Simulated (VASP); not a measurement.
# Ge2Te8Pb5 (a cell with a defect) in VASP: single point with PBEsol

Aim: the single point of Ge2Te8Pb5 (a cell with a defect) with PBEsol.

All numbers are computed with VASP 6.6.1; they aren't measurements. Logs are shortened: lines on timing, memory, paths and dates and some standing lists are left out, and cuts for length are marked.

## (1) The cell of the first run

The cell holds a defect, 15 atoms: a = 6.333 Å, b = 6.333 Å, c = 12.645 Å, α = 90.00°, β = 90.00°, γ = 90.00°.

## (2) Single point, PBEsol (atoms taken out, then relaxed in part)

INCAR reads:

```
ALGO     = Normal         # electronic algorithm
EDIFF    = 1E-6           # SCF threshold, eV
ENCUT    = 520            # plane-wave cutoff, eV
GGA      = PS             # functional
ISIF     = 2              # what is computed and relaxed
ISMEAR   = 0              # smearing method
LASPH    = T              # aspherical terms in the spheres
LCHARG   = T              # write CHGCAR
LELF     = T              # ELF
LREAL    = Auto         
LVHAR    = T            
LWAVE    = F              # write WAVECAR
NBANDS   = 86             # bands
NELM     = 60             # most SCF steps
PREC     = Accurate       # precision mode
SIGMA    = 0.05           # smearing width, eV
```

KPOINTS reads:

```
k-points
0
Gamma
  4 4 2
```

POSCAR reads:

```
Ge2Te8Pb5
1.0
    4.4778905743      4.4778905743      0.0000000000
    4.4778905743     -4.4778905743      0.0000000000
    0.0000000000      0.0000000000    -12.6446296005
Ge Te Pb
2 8 5
Direct
   -0.0270127502      0.0270127502      0.0088770930
    0.5270127502      0.4729872498      0.0088770930
    0.4845925864      0.5154074136      0.7541315758
    0.0154074136     -0.0154074136      0.7541315758
    0.5254764673      0.0254764673      0.0102094059
   -0.0254764673      0.4745235327      0.0102094059
    0.0778800513     -0.0778800513      0.2207964078
    0.4221199487      0.5778800513      0.2207964078
    0.5271718941      0.0271718941      0.4691820042
   -0.0271718941      0.4728281059      0.4691820042
   -0.2500000000      0.2500000000      0.2770736471
    0.0154943383      0.9845056617      0.5085215576
    0.4845056617      0.5154943383      0.5085215576
    0.5202692210      0.0202692210      0.7661541261
   -0.0202692210      0.4797307790      0.7661541261
```

Potentials or basis: VASP PAW PBE potentials, release 64 (Ge_d, Te, Pb_d).

Run with:

```bash
cat potpaw_PBE.64/Ge_d/POTCAR potpaw_PBE.64/Te/POTCAR potpaw_PBE.64/Pb_d/POTCAR > POTCAR
mpirun -np 1 vasp_std > vasp.out
```

OUTCAR:

```text
EDIFF = 1E-6
   ENCUT = 520
   GGA = PS
   ISIF = 2
   ISMEAR = 0
   LASPH = T
   LREAL = Auto
   NELM = 60
   PREC = Accurate

 ion  position               nearest neighbor table
   1  0.973  0.027  0.009-   5 2.83   6 2.83   7 2.84   4 3.24
   2  0.527  0.473  0.009-   5 2.83   6 2.83   8 2.84   3 3.24
   3  0.485  0.515  0.754-  13 3.11  14 3.15  15 3.15  14 3.21  15 3.21   2 3.24
   4  0.015  0.985  0.754-  12 3.11  14 3.15  15 3.15  14 3.21  15 3.21   1 3.24
   5  0.525  0.025  0.010-   1 2.83   2 2.83  14 3.09
   6  0.975  0.475  0.010-   1 2.83   2 2.83  15 3.09
   7  0.078  0.922  0.221-   1 2.84  11 3.02   8 3.08  12 3.68
   8  0.422  0.578  0.221-   2 2.84  11 3.02   7 3.08  13 3.68
   9  0.527  0.027  0.469-  11 3.14  12 3.14  13 3.14  13 3.29  12 3.29  14 3.76
  10  0.973  0.473  0.469-  11 3.14  12 3.14  13 3.14  12 3.29  13 3.29  15 3.76
  11  0.750  0.250  0.277-   7 3.02   8 3.02   9 3.14  10 3.14  12 3.77  13 3.77
  12  0.015  0.985  0.509-   4 3.11   9 3.14  10 3.14   9 3.29  10 3.29   7 3.68  11 3.77
  13  0.485  0.515  0.509-   3 3.11   9 3.14  10 3.14   9 3.29  10 3.29   8 3.68  11 3.77
  14  0.520  0.020  0.766-   5 3.09   4 3.15   3 3.15   3 3.21   4 3.21   9 3.76  15 4.11
  15  0.980  0.480  0.766-   6 3.09   4 3.15   3 3.15   4 3.21   3 3.21  10 3.76  14 4.11

  LATTYP: Found a simple tetragonal cell.
 ALAT       =     6.3326935810
 C/A-ratio  =     1.9967221592

  Lattice vectors:

 A1 = (   4.4778905743,   4.4778905743,   0.0000000000)
 A2 = (   4.4778905743,  -4.4778905743,   0.0000000000)
 A3 = (   0.0000000000,   0.0000000000, -12.6446296005)

Analysis of symmetry for initial positions (statically):
=====================================================================
 Subroutine PRICEL returns:
 Original cell was already a primitive cell.

 Routine SETGRP: Setting up the symmetry group for a
 simple tetragonal supercell.

 Subroutine GETGRP returns: Found  4 space group operations
 (whereof  2 operations were pure point group operations)
 out of a pool of 16 trial point group operations.

The static configuration has the point symmetry C_1h.
 The point group associated with its full space group is C_2v.

Analysis of symmetry for dynamics (positions and initial velocities):
=====================================================================
 Subroutine PRICEL returns:
 Original cell was already a primitive cell.

 Routine SETGRP: Setting up the symmetry group for a
 simple tetragonal supercell.

 Subroutine GETGRP returns: Found  4 space group operations
 (whereof  2 operations were pure point group operations)
[... 137 lines left out ...]
     AMIX     =   0.40;   BMIX     =  1.00
     AMIX_MAG =   1.60;   BMIX_MAG =  1.00
  volume/ion in A,a.u.               =      33.81       228.13
  Fermi-wavevector in a.u.,A,eV,Ry     =   1.081014  2.042821 15.899658  1.168592
  Thomas-Fermi vector in A             =   2.217020
   LORBIT       =      0    0 simple, 1 ext, 2 COOP (PROOUT), +10 PAW based schemes
   GGA     = PS    functional components
   LHFCALC =     F    Hartree Fock is set to
   AEXX    =    0.0000 exact exchange contribution
   IVDW    =     0    specifies the selected vdW correction
   LEPSILON=     F    determine dielectric tensor
   LRPA    =     F    only Hartree local field effects (RPA)
 non-spin polarized calculation
 Gauss-broadening in eV      SIGMA  =   0.05
  energy-cutoff  :      520.00
  volume of cell :      507.09
 maximum number of plane-waves:     13707
   NGX = 23   NGY = 23   NGZ = 47

 number of electron     145.9999993 magnetization

 Free energy of the ion-electron system (eV)
  ---------------------------------------------------
  ext. energy  EPLUGINS =         0.00000000
  ---------------------------------------------------
  free energy    TOTEN  =       -59.89747237 eV

  energy without entropy =      -59.88910812  energy(sigma->0) =      -59.89329025

 E-fermi :   4.8981     XC(G=0):  -9.2743

 val. band max:        4.8861370712   @ k =   0.5000   0.2500   0.0000
 cond. band min:       4.9225902063   @ k =   0.5000   0.2500   0.5000
 fundamental gap:      0.0364531351
 Fermi energy:         4.8981097852

 k-point     1 :       0.0000    0.0000    0.0000
  band No.  band energies     occupation
      1     -19.5501      2.00000
      2     -19.5468      2.00000
      3     -19.5438      2.00000
      4     -19.5422      2.00000
      5     -19.5421      2.00000
      6     -19.5393      2.00000
[... 1221 lines left out ...]
     84       6.6164      0.00000
     85       6.6393      0.00000
 [bands above 85 left out]

------------------------ aborting loop because EDIFF is reached ----------------------------------------

  FORCE on cell =-STRESS in cart. coord.  units (eV):
  Direction    XX          YY          ZZ          XY          YZ          ZX
  --------------------------------------------------------------------------------------
  -------------------------------------------------------------------------------------
  Total       -1.6396843     -4.5716999     -5.4889143      0.0000000      0.0000000      0.0000000
  in kB       -5.1806920    -14.4445906    -17.3425906      0.0000000      0.0000000      0.0000000
  external PRESSURE =     -12.3226244 kB  Pullay stress =       0.0000000 kB

 VOLUME and BASIS-vectors are now :
 -----------------------------------------------------------------------------
  energy-cutoff  :      520.00
  volume of cell :      507.09
      direct lattice vectors                 reciprocal lattice vectors
     4.477890574  4.477890574  0.000000000     0.111659718  0.111659718  0.000000000
     4.477890574 -4.477890574  0.000000000     0.111659718 -0.111659718  0.000000000
     0.000000000  0.000000000-12.644629601     0.000000000  0.000000000 -0.079084958

 POSITION                                       TOTAL-FORCE (eV/Angst)
 -----------------------------------------------------------------------------------
      4.47789      4.23597     -0.11225        -0.000000      0.016773     -0.001198
      4.47789      0.24192     -0.11225        -0.000000     -0.016773     -0.001198
      4.47789     -0.13799     -9.53571        -0.000000      0.001675     -0.002894
      4.47789     -4.33991     -9.53571        -0.000000     -0.001675     -0.002894
      2.46711      2.23895     -0.12909        -0.009656      0.000000     -0.017427
      6.48867      2.23895     -0.12909         0.009656      0.000000     -0.017427
      4.47789     -3.78041     -2.79189        -0.000000     -0.004740      0.000210
      4.47789     -0.69748     -2.79189        -0.000000      0.004740      0.000210
      2.48229      2.23895     -5.93263        -0.009579      0.000000     -0.008935
      6.47349      2.23895     -5.93263         0.009579      0.000000     -0.008935
      4.47789      2.23895     -3.50349        -0.000000      0.000000      0.027252
      4.47789     -4.33913     -6.43007        -0.000000      0.009472      0.002437
      4.47789     -0.13876     -6.43007        -0.000000     -0.009472      0.002437
      2.42047      2.23895     -9.68774        -0.002129      0.000000      0.014180
      6.53531      2.23895     -9.68774         0.002129      0.000000      0.014180
 -----------------------------------------------------------------------------------
    total drift:                                0.000000      0.000000     -0.000087

  FREE ENERGIE OF THE ION-ELECTRON SYSTEM (eV)
  ---------------------------------------------------
  free  energy   TOTEN  =       -59.8974723713 eV

  energy  without entropy=      -59.8891081239  energy(sigma->0) =      -59.89329025
```

OSZICAR:

```text
N       E                     dE             d eps       ncg     rms          rms(c)
DAV:   1     0.168127116923E+04    0.16813E+04   -0.60676E+04  3028   0.218E+03
DAV:   2     0.249123694149E+03   -0.14321E+04   -0.13886E+04  2440   0.663E+02
DAV:   3    -0.356703117289E+02   -0.28479E+03   -0.27425E+03  2948   0.242E+02
DAV:   4    -0.593652789743E+02   -0.23695E+02   -0.23368E+02  2834   0.705E+01
DAV:   5    -0.605850403811E+02   -0.12198E+01   -0.12145E+01  3360   0.160E+01    0.116E+01
DAV:   6    -0.599440067405E+02    0.64103E+00   -0.14992E+00  3640   0.610E+00    0.780E+00
DAV:   7    -0.599290408342E+02    0.14966E-01   -0.10282E+00  3336   0.372E+00    0.906E-01
DAV:   8    -0.598955345268E+02    0.33506E-01   -0.21608E-01  2928   0.223E+00    0.863E-01
DAV:   9    -0.598971486009E+02   -0.16141E-02   -0.16789E-02  3184   0.410E-01    0.412E-01
DAV:  10    -0.598974547993E+02   -0.30620E-03   -0.11243E-03  3176   0.149E-01    0.148E-01
DAV:  11    -0.598974577936E+02   -0.29943E-05   -0.34256E-04  3296   0.103E-01    0.351E-02
DAV:  12    -0.598974712533E+02   -0.13460E-04   -0.38113E-05  2728   0.231E-02    0.139E-02
DAV:  13    -0.598974730356E+02   -0.17822E-05   -0.55120E-06  2536   0.862E-03    0.106E-02
DAV:  14    -0.598974723713E+02    0.66428E-06   -0.10280E-06  1648   0.570E-03
   1 F= -.59897472E+02 E0= -.59893290E+02  d E =-.836425E-02
```

stdout:

```text
POSCAR found type information on POSCAR GeTePb
 POSCAR found :  3 types and      15 ions
 scaLAPACK will be used
 -----------------------------------------------------------------------------
|                                                                             |
|                                                                             |
|     You enforced a specific xc type in the INCAR file but a different       |
|     I HOPE YOU KNOW WHAT YOU ARE DOING!                                     |
|                                                                             |
 -----------------------------------------------------------------------------

 LDA part: xc-table for (Slater+PW92), standard interpolation
 POSCAR, INCAR and KPOINTS ok, starting setup
 FFT: planning ... GRIDC
 FFT: planning ... GRID_SOFT
 FFT: planning ... GRID
 WAVECAR not read
 entering main loop
```

It took 8 min on 1 thread of Intel Xeon Platinum 8488C (Sapphire Rapids), shared host; peak memory 0.72 GiB.

What came out:

| Property | Result |
| --- | --- |
| Free energy | -59.8975 eV |
| Pressure | -1.2 GPa |
| Largest force | 0.027 eV/Å |
| Band gap on the k mesh | zero (bands 73 and 74 overlap by 0.39 eV) |

Forces on the atoms (eV/Å):
```
Ge   0.000  0.017 -0.001
Ge   0.000 -0.017 -0.001
Te   0.000  0.002 -0.003
Te   0.000 -0.002 -0.003
Te  -0.010  0.000 -0.017
Te   0.010  0.000 -0.017
Te   0.000 -0.005  0.000
Te   0.000  0.005  0.000
Te  -0.010  0.000 -0.009
Te   0.010  0.000 -0.009
Pb   0.000  0.000  0.027
Pb   0.000  0.009  0.002
Pb   0.000 -0.009  0.002
Pb  -0.002  0.000  0.014
Pb   0.002  0.000  0.014
```

Stress tensor (GPa, compression positive):
```
-0.52  0.00  0.00
 0.00 -1.44  0.00
 0.00  0.00 -1.73
```

Caveat: the cell differs from its parent crystal (atoms taken out, then relaxed in part); the PAW data sets were made with another functional, which shifts forces and pressure a little; spin-orbit coupling is left out, which moves the levels of the heavy elements.

The gap in the log of VASP goes by the Fermi energy; the results here count the filled bands.